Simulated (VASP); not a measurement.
# Sn in VASP: further runs, part 2 of 2

VASP 6.6.1. The steps go on from the part before.

### Step 5. Single point, PBE (28.20 Å³/atom)

This run uses another cell than the first one, of 28.20 Å³/atom.

INCAR

```
  ALGO = Normal
  EDIFF = 1E-6
  ENCUT = 520
  GGA = PE
  ISIF = 2
  ISMEAR = -1
  LASPH = True
  LCHARG = True
  LELF = True
  LREAL = False
  LVHAR = True
  LWAVE = False
  NBANDS = 21
  NELM = 80
  PREC = Accurate
  SIGMA = 0.05
```

KPOINTS

```
k-points
0
Gamma
  9 9 9
```

POSCAR

```
Sn
1.0
   -2.9596121516      2.9596121516      1.6098937015
    2.9596121516     -2.9596121516      1.6098937015
    2.9596121516      2.9596121516     -1.6098937015
Sn
2
Direct
    0.0000000000      0.0000000000      0.0000000000
    0.7500000000      0.2500000000      0.5000000000
```

Potentials or basis: VASP PAW PBE potentials, release 64 (Sn_d).

On the command line:

```
$ cat potpaw_PBE.64/Sn_d/POTCAR > POTCAR
$ mpirun -np 1 vasp_std > vasp.out
```

OUTCAR:

```text
EDIFF = 1E-6
   ENCUT = 520
   GGA = PE
   ISIF = 2
   ISMEAR = -1
   LASPH = True
   LREAL = False
   NELM = 80
   PREC = Accurate

 ion  position               nearest neighbor table
   1  0.000  0.000  0.000-   2 3.07   2 3.07   2 3.07   2 3.07
   2  0.750  0.250  0.500-   1 3.07   1 3.07   1 3.07   1 3.07

  LATTYP: Found a body centered tetragonal cell.
 ALAT       =     5.9192243032
 C/A-ratio  =     0.5439542815

  Lattice vectors:

 A1 = (  -2.9596121516,   2.9596121516,   1.6098937015)
 A2 = (   2.9596121516,  -2.9596121516,   1.6098937015)
 A3 = (   2.9596121516,   2.9596121516,  -1.6098937015)

Analysis of symmetry for initial positions (statically):
=====================================================================
 Subroutine PRICEL returns:
 Original cell was already a primitive cell.

 Routine SETGRP: Setting up the symmetry group for a
 body centered tetragonal supercell.

 Subroutine GETGRP returns: Found 16 space group operations
 (whereof  8 operations were pure point group operations)
 out of a pool of 16 trial point group operations.

[... 159 lines left out ...]
  ---------------------------------------------------
  free energy    TOTEN  =        -7.60734765 eV

  energy without entropy =       -7.59998444  energy(sigma->0) =       -7.60366604

 E-fermi :   7.5166     XC(G=0): -10.1251

 val. band max:        7.5067264946   @ k =   0.4444   0.3333   0.0000
 cond. band min:       7.5478834283   @ k =  -0.2222   0.4444   0.2222
 fundamental gap:      0.0411569337
 Fermi energy:         7.5166483928

 k-point     1 :       0.0000    0.0000    0.0000
  band No.  band energies     occupation
      1     -14.0963      2.00000
      2     -14.0257      2.00000
      3     -13.9818      2.00000
      4     -13.9754      2.00000
      5     -13.8423      2.00000
      6     -13.8423      2.00000
[... 565 lines left out ...]
     20      18.0849      0.00000
     21      18.5315      0.00000

 [... further k-points ...]

------------------------ aborting loop because EDIFF is reached ----------------------------------------

  FORCE on cell =-STRESS in cart. coord.  units (eV):
  Direction    XX          YY          ZZ          XY          YZ          ZX
  --------------------------------------------------------------------------------------
  -------------------------------------------------------------------------------------
  Total        0.1547142      0.1547142      0.0342810      0.0000000      0.0000000      0.0000000
  in kB        4.3945447      4.3945447      0.9737282      0.0000000      0.0000000      0.0000000
  external PRESSURE =       3.2542725 kB  Pullay stress =       0.0000000 kB

 VOLUME and BASIS-vectors are now :
 -----------------------------------------------------------------------------
  energy-cutoff  :      520.00
  volume of cell :       56.41
      direct lattice vectors                 reciprocal lattice vectors
    -2.959612152  2.959612152  1.609893702     0.000000000  0.168941055  0.310579512
     2.959612152 -2.959612152  1.609893702     0.168941055  0.000000000  0.310579512
     2.959612152  2.959612152 -1.609893702     0.168941055  0.168941055  0.000000000

 POSITION                                       TOTAL-FORCE (eV/Angst)
 -----------------------------------------------------------------------------------
      0.00000      0.00000      0.00000         0.000000     -0.000000     -0.000000
      0.00000      2.95961      0.80495        -0.000000      0.000000      0.000000
 -----------------------------------------------------------------------------------
    total drift:                               -0.000000      0.000000     -0.000000

  FREE ENERGIE OF THE ION-ELECTRON SYSTEM (eV)
  ---------------------------------------------------
  free  energy   TOTEN  =        -7.6073476532 eV

  energy  without entropy=       -7.5999844355  energy(sigma->0) =       -7.60366604
```

OSZICAR:

```text
N       E                     dE             d eps       ncg     rms          rms(c)
DAV:   1     0.223764733990E+03    0.22376E+03   -0.14339E+04  3193   0.204E+03
DAV:   2     0.154394374013E+02   -0.20833E+03   -0.20437E+03  3185   0.455E+02
DAV:   3    -0.688877428930E+01   -0.22328E+02   -0.22177E+02  3643   0.135E+02
DAV:   4    -0.759527329536E+01   -0.70650E+00   -0.70614E+00  3610   0.265E+01
DAV:   5    -0.762440764116E+01   -0.29134E-01   -0.29134E-01  4437   0.508E+00    0.222E+00
DAV:   6    -0.761032462474E+01    0.14083E-01   -0.31380E-02  4279   0.243E+00    0.124E+00
DAV:   7    -0.760734934022E+01    0.29753E-02   -0.17891E-02  4260   0.185E+00    0.163E-01
DAV:   8    -0.760734180973E+01    0.75305E-05   -0.19495E-03  3818   0.572E-01    0.383E-02
DAV:   9    -0.760734818753E+01   -0.63778E-05   -0.61440E-05  4281   0.712E-02    0.136E-02
DAV:  10    -0.760734765323E+01    0.53430E-06   -0.77722E-06  3963   0.357E-02
   1 F= -.76073477E+01 E0= -.76036660E+01  d E =-.736322E-02
```

Wall time 2.5 min (1 thread of Intel Xeon 8259CL, shared host); peak memory 0.24 GiB.

What came out:

```yaml
Free_energy: -7.6073 eV
Pressure: 0.3 GPa
Band_gap_on_the_k_mesh: zero (bands 14 and 15 overlap by 3.88 eV)
```

Levels at points of the mesh, in eV from the Fermi level:
| k point | band 11 | band 12 | band 13 | band 14 | band 15 | band 16 | band 17 | band 18 |
| --- | --- | --- | --- | --- | --- | --- | --- | --- |
| (0.00, 0.00, 0.00) | -10.86 | -3.77 | -1.89 | -1.89 | 3.02 | 6.01 | 6.01 | 6.60 |

Caveat: spin-orbit coupling is left out, which moves the levels of the heavy elements.

### Step 6. Single point, PBE (atoms moved at random)

INCAR

```
SYSTEM = Sn
PREC = Accurate
ENCUT = 520
EDIFF = 1E-6
ISMEAR = -1
SIGMA = 0.05
LREAL = .FALSE.
LASPH = .TRUE.
NELM = 100
ALGO = Fast
ISIF = 2
LWAVE = .FALSE.
LCHARG = .FALSE.
GGA = PE
NBANDS = 21
```

KPOINTS

```
regular mesh
0
G
  9 9 9
  0 0 0
```

POSCAR

```
Sn
1.0
   -2.9401404553      2.9401404553      1.5993019889
    2.9401404553     -2.9401404553      1.5993019889
    2.9401404553      2.9401404553     -1.5993019889
Sn
2
Direct
    0.0070650000     -0.0047300000     -0.0123030000
    0.7491880000      0.2445090000      0.4991050000
```

Potentials or basis: VASP PAW PBE potentials, release 64 (Sn_d).

On the command line:

```
$ cat potpaw_PBE.64/Sn_d/POTCAR > POTCAR
$ mpirun -np 1 vasp_std > vasp.out
```

OUTCAR:

```text
SYSTEM = Sn
   PREC = Accurate
   ENCUT = 520
   EDIFF = 1E-6
   ISMEAR = -1
   LREAL = .FALSE.
   LASPH = .TRUE.
   NELM = 100
   ISIF = 2
   GGA = PE

 ion  position               nearest neighbor table
   1  0.007  0.995  0.988-   2 3.00   2 3.03   2 3.05   2 3.11   2 3.73
   2  0.749  0.245  0.499-   1 3.00   1 3.03   1 3.05   1 3.11   1 3.73

  LATTYP: Found a body centered tetragonal cell.
 ALAT       =     5.8802809106
 C/A-ratio  =     0.5439542815

  Lattice vectors:

 A1 = (  -2.9401404553,   2.9401404553,   1.5993019889)
 A2 = (   2.9401404553,  -2.9401404553,   1.5993019889)
 A3 = (   2.9401404553,   2.9401404553,  -1.5993019889)

Analysis of symmetry for initial positions (statically):
=====================================================================
 Subroutine PRICEL returns:
 Original cell was already a primitive cell.

 Routine SETGRP: Setting up the symmetry group for a
 body centered tetragonal supercell.

 Subroutine GETGRP returns: Found  2 space group operations
 (whereof  1 operations were pure point group operations)
 out of a pool of 16 trial point group operations.

The static configuration has the point symmetry C_1 .
 The point group associated with its full space group is S_2 .

Analysis of symmetry for dynamics (positions and initial velocities):
=====================================================================
 Subroutine PRICEL returns:
 Original cell was already a primitive cell.

 Routine SETGRP: Setting up the symmetry group for a
 body centered tetragonal supercell.

 Subroutine GETGRP returns: Found  2 space group operations
 (whereof  1 operations were pure point group operations)
 out of a pool of 16 trial point group operations.

The dynamic configuration has the point symmetry C_1 .
 The point group associated with its full space group is S_2 .

 Subroutine INISYM returns: Found  2 space group operations
 (whereof  1 operations are pure point group operations),
 and found     1 'primitive' translations

----------------------------------------------------------------------------------------

                                     Primitive cell

  volume of cell :      55.3002

  direct lattice vectors                    reciprocal lattice vectors
    -2.940140455  2.940140455  1.599301989     0.000000000  0.170059903  0.312636390
     2.940140455 -2.940140455  1.599301989     0.170059903  0.000000000  0.312636390
     2.940140455  2.940140455 -1.599301989     0.170059903  0.170059903  0.000000000

  length of vectors
     4.454954393  4.454954393  4.454954393     0.355895888  0.355895888  0.240501021

  position of ions in fractional coordinates (direct lattice)
     0.007065000  0.995270000  0.987697000
     0.749188000  0.244509000  0.499105000

  ion indices of the primitive-cell ions
   primitive index   ion index
                 1           1
                 2           2

----------------------------------------------------------------------------------------

 KPOINTS: regular mesh

Automatic generation of k-mesh.
 Grid dimensions read from file:
 generate k-points for:    9    9    9

 Generating k-lattice:

  Cartesian coordinates                     Fractional coordinates (reciprocal lattice)
     0.000000000  0.018895545  0.034737377     0.111111111 -0.000000000  0.000000000
     0.018895545  0.000000000  0.034737377    -0.000000000  0.111111111  0.000000000
     0.018895545  0.018895545  0.000000000     0.000000000  0.000000000  0.111111111

  Length of vectors
     0.039543988  0.039543988  0.026722336

  Shift w.r.t. Gamma in fractional coordinates (k-lattice)
     0.000000000  0.000000000  0.000000000

 Subroutine IBZKPT returns following result:
 ===========================================

 Found    365 irreducible k-points:

 Following reciprocal coordinates:
            Coordinates               Weight
  0.000000  0.000000  0.000000      1.000000
  0.111111 -0.000000  0.000000      2.000000
  0.111111 -0.000000 -0.111111      2.000000
 -0.000000  0.111111 -0.111111      2.000000
 -0.000000  0.111111  0.000000      2.000000
  0.222222 -0.000000  0.000000      2.000000
[... 16 lines left out ...]
  0.333333 -0.000000 -0.222222      2.000000
  0.111111  0.222222 -0.333333      2.000000
 [... further k-points ...]
   k-points           NKPTS =    365   k-points in BZ     NKDIM =    365   number of bands    NBANDS=     21
   number of dos      NEDOS =    301   number of ions     NIONS =      2
   total plane-waves  NPLWV =  46656
   dimension x,y,z NGX =    36 NGY =   36 NGZ =   36
   dimension x,y,z NGXF=    72 NGYF=   72 NGZF=   72
   ions per type =               2
   NGX,Y,Z   is equivalent  to a cutoff of  13.43, 13.43, 13.43 a.u.
   NGXF,Y,Z  is equivalent  to a cutoff of  26.87, 26.87, 26.87 a.u.
 SYSTEM =  Sn
   PREC   = accura    normal or accurate (medium, high low for compatibility)
   ISTART =      0    job   : 0-new  1-cont  2-samecut
   ICHARG =      2    charge: 1-file 2-atom 10-const
   ISPIN  =      1    spin polarized calculation?
   LNONCOLLINEAR =      F non collinear calculations
   LSORBIT =      F    spin-orbit coupling
   LASPH  =      T    aspherical Exc in radial PAW
   ENCUT  =  520.0 eV  38.22 Ry    6.18 a.u.   8.28  8.28  8.28*2*pi/ulx,y,z
   NELM   =    100;   NELMIN=  2; NELMDL= -5     # of ELM steps
   EDIFF  = 0.1E-05   stopping-criterion for ELM
   LREAL  =      F    real-space projection
   EDIFFG = 0.1E-04   stopping-criterion for IOM
   NSW    =      0    number of steps for IOM
   IBRION =     -1    ionic relax: 0-MD 1-quasi-New 2-CG
   NFREE  =      0    steps in history (QN), initial steepest desc. (CG)
   ISIF   =      2    stress and relaxation
   ISYM   =      2    0-nonsym 1-usesym 2-fastsym
   POTIM  = 0.5000    time-step for ionic-motion
   TEBEG  =    0.0;   TEEND  =   0.0 temperature during run
   PSTRESS=    0.0 pullay stress
   NELECT =      28.0000    total number of electrons
   NUPDOWN=      -1.0000    fix difference up-down
   EMIN   =  10.00;   EMAX   =-10.00  energy-range for DOS
   EFERMI =   0.00;   METHOD = LEGACY
   ISMEAR =    -1;   SIGMA  =   0.05  broadening in eV -4-tet -1-fermi 0-gaus
   EFERMI_NEDOS =   21; number of points for ismear=-14 and -15
   IALGO  =     68    algorithm
   IMIX   =      4    mixing-type and parameters
     AMIX     =   0.40;   BMIX     =  1.00
     AMIX_MAG =   1.60;   BMIX_MAG =  1.00
  volume/ion in A,a.u.               =      27.65       186.59
  Fermi-wavevector in a.u.,A,eV,Ry     =   1.304824  2.465760 23.164816  1.702566
  Thomas-Fermi vector in A             =   2.435734
   LORBIT       =      0    0 simple, 1 ext, 2 COOP (PROOUT), +10 PAW based schemes
   GGA     = PE    functional components
   LHFCALC =     F    Hartree Fock is set to
   AEXX    =    0.0000 exact exchange contribution
   IVDW    =     0    specifies the selected vdW correction
   LEPSILON=     F    determine dielectric tensor
   LRPA    =     F    only Hartree local field effects (RPA)
 non-spin polarized calculation
 RMM-DIIS sequential band-by-band and
  energy-cutoff  :      520.00
  volume of cell :       55.30
 maximum number of plane-waves:      1507
 NGX is ok and might be reduce to    36
   NGX = 17   NGY = 17   NGZ = 17

 number of electron      27.9999998 magnetization

 Free energy of the ion-electron system (eV)
  ---------------------------------------------------
  ext. energy  EPLUGINS =         0.00000000
  ---------------------------------------------------
  free energy    TOTEN  =        -7.59565688 eV

  energy without entropy =       -7.58840147  energy(sigma->0) =       -7.59202917

 E-fermi :   7.7534     XC(G=0): -10.2168

 val. band max:        7.7523292709   @ k =  -0.2222   0.4444  -0.4444
 cond. band min:       7.7575700263   @ k =   0.4444  -0.2222  -0.4444
 fundamental gap:      0.0052407554
 Fermi energy:         7.7533817197

 k-point     1 :       0.0000    0.0000    0.0000
  band No.  band energies     occupation
      1     -13.8869      2.00000
      2     -13.8103      2.00000
      3     -13.7654      2.00000
      4     -13.7580      2.00000
      5     -13.6198      2.00000
      6     -13.6095      2.00000
[... 13 lines left out ...]
     20      17.4930      0.00000
     21      18.1585      0.00000
[... 529 lines left out ...]
 k-point    24 :       0.1111    0.2222   -0.3333
  band No.  band energies     occupation
      1     -13.8461      2.00000
      2     -13.7260      2.00000
      3     -13.7152      2.00000
      4     -13.6803      2.00000
      5     -13.6693      2.00000
      6     -13.6567      2.00000
[... 13 lines left out ...]
     20      14.5676      0.00000
     21      16.0153      0.00000

 [... further k-points ...]

------------------------ aborting loop because EDIFF is reached ----------------------------------------

  FORCE on cell =-STRESS in cart. coord.  units (eV):
  Direction    XX          YY          ZZ          XY          YZ          ZX
  --------------------------------------------------------------------------------------
  -------------------------------------------------------------------------------------
  Total        0.4939980      0.6024234      0.3539266     -0.0086225     -0.0259818      0.1108731
  in kB       14.3122911     17.4536324     10.2540896     -0.2498137     -0.7527551      3.2122559
  external PRESSURE =      14.0066710 kB  Pullay stress =       0.0000000 kB

 VOLUME and BASIS-vectors are now :
 -----------------------------------------------------------------------------
  energy-cutoff  :      520.00
  volume of cell :       55.30
      direct lattice vectors                 reciprocal lattice vectors
    -2.940140455  2.940140455  1.599301989     0.000000000  0.170059903  0.312636390
     2.940140455 -2.940140455  1.599301989     0.170059903  0.000000000  0.312636390
     2.940140455  2.940140455 -1.599301989     0.170059903  0.170059903  0.000000000

 POSITION                                       TOTAL-FORCE (eV/Angst)
 -----------------------------------------------------------------------------------
      5.80943     -0.00149      0.02341         0.186226      0.047853     -0.006168
     -0.01639      2.95127      0.79100        -0.186226     -0.047853      0.006168
 -----------------------------------------------------------------------------------
    total drift:                               -0.000000      0.000002     -0.000010

  FREE ENERGIE OF THE ION-ELECTRON SYSTEM (eV)
  ---------------------------------------------------
  free  energy   TOTEN  =        -7.5956568758 eV

  energy  without entropy=       -7.5884014704  energy(sigma->0) =       -7.59202917
```

OSZICAR:

```text
N       E                     dE             d eps       ncg     rms          rms(c)
DAV:   1     0.223133713260E+03    0.22313E+03   -0.14442E+04 15527   0.208E+03
DAV:   2     0.154912800102E+02   -0.20764E+03   -0.20340E+03 15475   0.455E+02
DAV:   3    -0.688268078427E+01   -0.22374E+02   -0.22209E+02 17678   0.135E+02
DAV:   4    -0.758633385350E+01   -0.70365E+00   -0.70324E+00 17492   0.265E+01
DAV:   5    -0.761460045230E+01   -0.28267E-01   -0.28266E-01 21442   0.499E+00    0.231E+00
RMM:   6    -0.759901275433E+01    0.15588E-01   -0.27786E-02 18706   0.201E+00    0.134E+00
RMM:   7    -0.759551365655E+01    0.34991E-02   -0.21696E-02 18564   0.169E+00    0.149E-01
RMM:   8    -0.759552437203E+01   -0.10715E-04   -0.31591E-03 20423   0.650E-01    0.555E-02
RMM:   9    -0.759564586215E+01   -0.12149E-03   -0.11149E-03 24874   0.267E-01    0.268E-02
RMM:  10    -0.759565398760E+01   -0.81254E-05   -0.81459E-05 21589   0.907E-02    0.878E-03
RMM:  11    -0.759565691012E+01   -0.29225E-05   -0.34680E-05 24114   0.503E-02    0.593E-03
RMM:  12    -0.759565687579E+01    0.34336E-07   -0.39960E-06 14724   0.178E-02
   1 F= -.75956569E+01 E0= -.75920292E+01  d E =-.725541E-02
```

stdout:

```text
POSCAR found type information on POSCAR Sn
 POSCAR found :  1 types and       2 ions
 scaLAPACK will be used
 LDA part: xc-table for (Slater+PW92), standard interpolation
 POSCAR, INCAR and KPOINTS ok, starting setup
 FFT: planning ... GRIDC
 FFT: planning ... GRID_SOFT
 FFT: planning ... GRID
 WAVECAR not read
 entering main loop
WARNING in EDDRMM: call to ZHEGV failed, returncode =   8  4     20
WARNING in EDDRMM: call to ZHEGV failed, returncode =   6  3     19
WARNING in EDDRMM: call to ZHEGV failed, returncode =   6  3     16
WARNING in EDDRMM: call to ZHEGV failed, returncode =   8  4     19
WARNING in EDDRMM: call to ZHEGV failed, returncode =   8  4     19
```

It took 13 min on 1 thread of Intel Xeon 8259CL, shared host; peak memory 0.46 GiB.

What came out:

* Free energy: -7.5957 eV
* Pressure: 1.4 GPa
* Largest force: 0.192 eV/Å
* Band gap on the k mesh: zero (bands 14 and 15 overlap by 3.98 eV)

Forces on the atoms (eV/Å):
```
Sn   0.186  0.048 -0.006
Sn  -0.186 -0.048  0.006
```

Stress tensor (GPa, compression positive):
```
 1.43 -0.02  0.32
-0.02  1.75 -0.08
 0.32 -0.08  1.03
```

Caveat: the cell differs from its parent crystal (atoms moved at random); spin-orbit coupling is left out, which moves the levels of the heavy elements.

### Step 7. Summary

```csv
task,level,cell,cutoff (eV),smearing,gap on the mesh (eV),pressure (GPa),relaxed volume (Å³/atom)
relaxation of cell and atoms,BLYP+D4,"relaxed from a = 4.455 Å, angles 97.4, 97.4, 137.9°, 2 atoms, atomic positions A",600,fermi-dirac 0.05 eV,none,0.0,28.41
relaxation of cell and atoms,RPBE+D3(BJ),"relaxed from a = 4.455 Å, angles 97.4, 97.4, 137.9°, 2 atoms, atomic positions A",600,fermi-dirac 0.05 eV,none,0.0,21.90
single point,BLYP+D4,"a = 4.455 Å, angles 97.4, 97.4, 137.9°, 2 atoms, atomic positions A",500,methfessel-paxton 0.15 eV,none,1.3,-
single point,PBE,"a = 4.484 Å, angles 97.4, 97.4, 137.9°, 2 atoms, atomic positions A",520,fermi-dirac 0.05 eV,none,0.3,-
single point,PBE,"a = 4.455 Å, angles 97.4, 97.4, 137.9°, 2 atoms, atomic positions B",520,fermi-dirac 0.05 eV,none,1.4,-
```

Alike in all rows: potentials or basis VASP PAW PBE potentials, release 64 (Sn_d); no spin polarisation; k mesh 9 × 9 × 9.

Caveats: spin-orbit coupling is left out, which moves the levels of the heavy elements; the PAW data sets were made with another functional, which shifts forces and pressure a little (at least some runs); the volume moved by over 15 % at a fixed basis, so the end points are rough (at least some runs).

Absolute energies hang on the potentials; compare differences alone.
